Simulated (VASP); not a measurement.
# SnO2 (P4_2/mnm) in VASP: relaxation of shape and atoms at fixed volume with r2SCAN

Aim: the relaxation of shape and atoms at fixed volume of SnO2 with r2SCAN.

All numbers are computed with VASP 6.6.1; they aren't measurements. Logs are shortened: lines on timing, memory, paths and dates and some standing lists are left out, and cuts for length are marked.

## Step 1: The cell of the first run

The structure is tetragonal, space group P4_2/mnm (No. 136). The conventional cell has a = 4.759 Å, b = 4.759 Å, c = 3.203 Å, α = 90.00°, β = 90.00°, γ = 90.00°. Within 2.7 Å of Sn (site symmetry mmm) lie 6 O at 2.06 to 2.07 Å. Within 2.7 Å of O (site symmetry m2m) lie 3 Sn at 2.06 to 2.07 Å and 1 O at 2.62 Å.

## Step 2: Relaxation of shape and atoms at fixed volume, r2SCAN (12.09 Å³/atom)

The input, POSCAR:

```
SnO2
1.0
    4.7588489200      0.0000000000      0.0000000000
    0.0000000000      4.7588489200      0.0000000000
    0.0000000000      0.0000000000      3.2026611372
Sn O
2 4
Direct
    0.0000000000      0.0000000000      0.0000000000
    0.5000000000      0.5000000000      0.5000000000
    0.3053713397      0.3053713397      0.0000000000
    0.1946286603      0.8053713397      0.5000000000
    0.6946286603      0.6946286603      0.0000000000
    0.8053713397      0.1946286603      0.5000000000
```

The input, INCAR.step1:

```
PREC = Accurate
ENCUT = 600
ISMEAR = 0
SIGMA = 0.05
LREAL = F
LASPH = T
NELM = 80
GGA = PE
ALGO = Normal
EDIFF = 1E-4
LWAVE = T
LCHARG = F
```

The input, INCAR.step2:

```
PREC = Accurate
ENCUT = 600
EDIFF = 1E-7
ISMEAR = 0
SIGMA = 0.05
LREAL = F
LASPH = T
NELM = 80
ALGO = Normal
ISIF = 4
LWAVE = F
LCHARG = F
METAGGA = R2SCAN
LMIXTAU = T
IBRION = 2
NSW = 60
EDIFFG = -0.01
ISTART = 1
```

The input, KPOINTS:

```
Automatic mesh
0
Gamma
  6 6 10
```

Potentials or basis: VASP PAW PBE potentials, release 64 (Sn_d, O).

On the command line:

```console
cat potpaw_PBE.64/Sn_d/POTCAR potpaw_PBE.64/O/POTCAR > POTCAR
cp INCAR.step1 INCAR
mpirun -np 1 vasp_std > vasp.out
cp INCAR.step2 INCAR
mpirun -np 1 vasp_std > vasp.out
```

OUTCAR:

```text
PREC = Accurate
   ENCUT = 600
   EDIFF = 1E-7
   ISMEAR = 0
   LREAL = F
   LASPH = T
   NELM = 80
   ISIF = 4
   METAGGA = R2SCAN
   IBRION = 2
   NSW = 60
   EDIFFG = -0.01
   ISTART = 1

 ion  position               nearest neighbor table
   1  0.000  0.000  0.000-   3 2.06   5 2.06   4 2.07   6 2.07   4 2.07   6 2.07   2 3.73   2 3.73
                             2 3.73   2 3.73   2 3.73   2 3.73   2 3.73   2 3.73
   2  0.500  0.500  0.500-   4 2.06   6 2.06   5 2.07   3 2.07   3 2.07   5 2.07   1 3.73   1 3.73
                             1 3.73   1 3.73   1 3.73   1 3.73   1 3.73   1 3.73
   3  0.305  0.305  0.000-   1 2.06   2 2.07   2 2.07
   4  0.195  0.805  0.500-   2 2.06   1 2.07   1 2.07
   5  0.695  0.695  0.000-   1 2.06   2 2.07   2 2.07
   6  0.805  0.195  0.500-   2 2.06   1 2.07   1 2.07

  LATTYP: Found a simple tetragonal cell.
 ALAT       =     4.7588489200
 C/A-ratio  =     0.6729907150

  Lattice vectors:

 A1 = (   4.7588489200,   0.0000000000,   0.0000000000)
 A2 = (   0.0000000000,   4.7588489200,   0.0000000000)
 A3 = (   0.0000000000,   0.0000000000,   3.2026611372)

Analysis of symmetry for initial positions (statically):
=====================================================================
 Subroutine PRICEL returns:
 Original cell was already a primitive cell.

 Routine SETGRP: Setting up the symmetry group for a
 simple tetragonal supercell.

 Subroutine GETGRP returns: Found 16 space group operations
 (whereof  8 operations were pure point group operations)
 out of a pool of 16 trial point group operations.

The static configuration has the point symmetry D_2h.
 The point group associated with its full space group is D_4h.

Analysis of symmetry for dynamics (positions and initial velocities):
=====================================================================
 Subroutine PRICEL returns:
 Original cell was already a primitive cell.

 Routine SETGRP: Setting up the symmetry group for a
 simple tetragonal supercell.

 Subroutine GETGRP returns: Found 16 space group operations
 (whereof  8 operations were pure point group operations)
 out of a pool of 16 trial point group operations.

The dynamic configuration has the point symmetry D_2h.
 The point group associated with its full space group is D_4h.

 Subroutine INISYM returns: Found 16 space group operations
 (whereof  8 operations are pure point group operations),
 and found     1 'primitive' translations

----------------------------------------------------------------------------------------

                                     Primitive cell

  volume of cell :      72.5295

  direct lattice vectors                    reciprocal lattice vectors
     4.758848920  0.000000000  0.000000000     0.210134849  0.000000000  0.000000000
     0.000000000  4.758848920  0.000000000     0.000000000  0.210134849  0.000000000
     0.000000000  0.000000000  3.202661137     0.000000000  0.000000000  0.312240339

  length of vectors
     4.758848920  4.758848920  3.202661137     0.210134849  0.210134849  0.312240339

  position of ions in fractional coordinates (direct lattice)
     0.000000000  0.000000000  0.000000000
     0.500000000  0.500000000  0.500000000
     0.305371340  0.305371340  0.000000000
     0.194628660  0.805371340  0.500000000
     0.694628660  0.694628660  0.000000000
     0.805371340  0.194628660  0.500000000

  ion indices of the primitive-cell ions
   primitive index   ion index
                 1           1
                 2           2
                 3           3
                 4           4
                 5           5
[... 83 lines left out ...]
   PSTRESS=    0.0 pullay stress
   NELECT =      52.0000    total number of electrons
   NUPDOWN=      -1.0000    fix difference up-down
   EMIN   =  10.00;   EMAX   =-10.00  energy-range for DOS
   EFERMI =   0.00;   METHOD = LEGACY
   ISMEAR =     0;   SIGMA  =   0.05  broadening in eV -4-tet -1-fermi 0-gaus
   EFERMI_NEDOS =   21; number of points for ismear=-14 and -15
   IALGO  =     38    algorithm
   IMIX   =      4    mixing-type and parameters
     AMIX     =   0.40;   BMIX     =  1.00
     AMIX_MAG =   1.60;   BMIX_MAG =  1.00
  volume/ion in A,a.u.               =      12.09        81.58
  Fermi-wavevector in a.u.,A,eV,Ry     =   1.465225  2.768874 29.210137  2.146884
  Thomas-Fermi vector in A             =   2.581107
   LORBIT       =      0    0 simple, 1 ext, 2 COOP (PROOUT), +10 PAW based schemes
   METAGGA = R2SCAN    functional components
   LHFCALC =     F    Hartree Fock is set to
   AEXX    =    0.0000 exact exchange contribution
   IVDW    =     0    specifies the selected vdW correction
   LEPSILON=     F    determine dielectric tensor
   LRPA    =     F    only Hartree local field effects (RPA)
 conjugate gradient relaxation of ions
 non-spin polarized calculation
 Gauss-broadening in eV      SIGMA  =   0.05
  energy-cutoff  :      600.00
  volume of cell :       72.53
 maximum number of plane-waves:      2453
 NGX is ok and might be reduce to    40
   NGX = 19   NGY = 19   NGZ = 13

--------------------------------------- Ionic step        1  -------------------------------------------

 number of electron      52.0000006 magnetization

 Free energy of the ion-electron system (eV)
  ---------------------------------------------------
  ext. energy  EPLUGINS =         0.00000000
  ---------------------------------------------------
  free energy    TOTEN  =       -84.64437851 eV

  energy without entropy =      -84.64437851  energy(sigma->0) =      -84.64437851

------------------------ aborting loop because EDIFF is reached ----------------------------------------

  FORCE on cell =-STRESS in cart. coord.  units (eV):
  Direction    XX          YY          ZZ          XY          YZ          ZX
  --------------------------------------------------------------------------------------
  -------------------------------------------------------------------------------------
  Total        0.3155226      0.3155226      0.3760245     -0.0000000      0.0000000      0.0000000
  in kB        6.9698955      6.9698955      8.3063811     -0.0000000      0.0000000      0.0000000
  external PRESSURE =       7.4153907 kB  Pullay stress =       0.0000000 kB

 VOLUME and BASIS-vectors are now :
 -----------------------------------------------------------------------------
  energy-cutoff  :      600.00
  volume of cell :       72.53
      direct lattice vectors                 reciprocal lattice vectors
     4.758848920  0.000000000  0.000000000     0.210134849  0.000000000  0.000000000
     0.000000000  4.758848920  0.000000000     0.000000000  0.210134849  0.000000000
     0.000000000  0.000000000  3.202661137     0.000000000  0.000000000  0.312240339

 POSITION                                       TOTAL-FORCE (eV/Angst)
 -----------------------------------------------------------------------------------
      0.00000      0.00000      0.00000         0.000000     -0.000000      0.000000
      2.37942      2.37942      1.60133         0.000000     -0.000000      0.000000
      1.45322      1.45322      0.00000         0.043192      0.043192      0.000000
      0.92621      3.83264      1.60133        -0.043192      0.043192      0.000000
      3.30563      3.30563      0.00000        -0.043192     -0.043192     -0.000000
      3.83264      0.92621      1.60133         0.043192     -0.043192     -0.000000
 -----------------------------------------------------------------------------------
    total drift:                                0.000000     -0.000000     -0.000000

  FREE ENERGIE OF THE ION-ELECTRON SYSTEM (eV)
  ---------------------------------------------------
  free  energy   TOTEN  =       -84.6443785094 eV

  energy  without entropy=      -84.6443785094  energy(sigma->0) =      -84.64437851

--------------------------------------- Ionic step        2  -------------------------------------------

 number of electron      52.0000006 magnetization

 Free energy of the ion-electron system (eV)
  ---------------------------------------------------
  ext. energy  EPLUGINS =         0.00000000
  ---------------------------------------------------
  free energy    TOTEN  =       -84.64472045 eV

  energy without entropy =      -84.64472045  energy(sigma->0) =      -84.64472045

 E-fermi :   5.8472     XC(G=0): -11.9685

 val. band max:        5.5546017360   @ k =   0.0000   0.0000   0.0000
 cond. band min:       7.3425707918   @ k =   0.0000   0.0000   0.0000
 fundamental gap:      1.7879690558
 Fermi energy:         5.8472304184

 k-point     1 :       0.0000    0.0000    0.0000
  band No.  band energies     occupation
      1     -16.1811      2.00000
      2     -15.2632      2.00000
      3     -14.9691      2.00000
      4     -14.9691      2.00000
      5     -14.9475      2.00000
      6     -14.9125      2.00000
[... 805 lines left out ...]
     30      14.6460      0.00000
     31      16.2182      0.00000

 [... further k-points ...]

------------------------ aborting loop because EDIFF is reached ----------------------------------------

  FORCE on cell =-STRESS in cart. coord.  units (eV):
  Direction    XX          YY          ZZ          XY          YZ          ZX
  --------------------------------------------------------------------------------------
  -------------------------------------------------------------------------------------
  Total        0.3434746      0.3434746      0.4141416      0.0000000      0.0000000      0.0000000
  in kB        7.5873538      7.5873538      9.1483884      0.0000000      0.0000000      0.0000000
  external PRESSURE =       8.1076987 kB  Pullay stress =       0.0000000 kB

 VOLUME and BASIS-vectors are now :
 -----------------------------------------------------------------------------
  energy-cutoff  :      600.00
  volume of cell :       72.53
      direct lattice vectors                 reciprocal lattice vectors
     4.758077380  0.000000000  0.000000000     0.210168923  0.000000000  0.000000000
    -0.000000000  4.758077380  0.000000000    -0.000000000  0.210168923  0.000000000
     0.000000000  0.000000000  3.203699869     0.000000000  0.000000000  0.312139102

 POSITION                                       TOTAL-FORCE (eV/Angst)
 -----------------------------------------------------------------------------------
     -0.00000      4.75808      0.00000         0.000000      0.000000      0.000000
      2.37904      2.37904      1.60185         0.000000      0.000000      0.000000
      1.45506      1.45506      0.00000        -0.004847     -0.004847     -0.000000
      0.92397      3.83410      1.60185         0.004847     -0.004847     -0.000000
      3.30301      3.30301      3.20370         0.004847      0.004847      0.000000
      3.83410      0.92397      1.60185        -0.004847      0.004847      0.000000
 -----------------------------------------------------------------------------------
    total drift:                                0.000000      0.000000      0.000000

  FREE ENERGIE OF THE ION-ELECTRON SYSTEM (eV)
  ---------------------------------------------------
  free  energy   TOTEN  =       -84.6447204480 eV

  energy  without entropy=      -84.6447204480  energy(sigma->0) =      -84.64472045

 reached required accuracy - stopping structural energy minimisation
```

Run time: 26 min. Hardware: 1 thread of Oxide Virtual Turin-like, shared host; peak memory 0.28 GiB.

What came out:

| Property | Result |
| --- | --- |
| Free energy | -84.6447 eV |
| Energy gained by relaxing | 0.1 meV/atom |
| Ionic steps | 2 |
| Pressure after relaxing | 0.8 GPa |
| Largest force after relaxing | 0.007 eV/Å |
| Band gap on the k mesh | 1.79 eV |

Forces in eV/Å, atoms in the order of the input:
```
Sn   0.000  0.000  0.000
Sn   0.000  0.000  0.000
O   -0.005 -0.005  0.000
O    0.005 -0.005  0.000
O    0.005  0.005  0.000
O   -0.005  0.005  0.000
```

The path:
```csv
step,energy change (eV),largest force (eV/Å),pressure (GPa),volume (Å³)
1,0.0000,0.0611,0.74,72.53
2,-0.0003,0.0069,0.81,72.53
```

Final structure:
```
CELL_PARAMETERS angstrom
4.75808 0.00000 0.00000
0.00000 4.75808 0.00000
0.00000 0.00000 3.20370
ATOMIC_POSITIONS crystal
Sn 0.00000 0.00000 0.00000
Sn 0.50000 0.50000 0.50000
O 0.30581 0.30581 0.00000
O 0.19419 0.80581 0.50000
O 0.69419 0.69419 0.00000
O 0.80581 0.19419 0.50000
```

Caveat: the PAW data sets were made with another functional, which shifts forces and pressure a little; spin-orbit coupling is left out, which moves the levels of the heavy elements. r2SCAN opens gaps a little over a GGA but as a rule still falls short of measured ones.
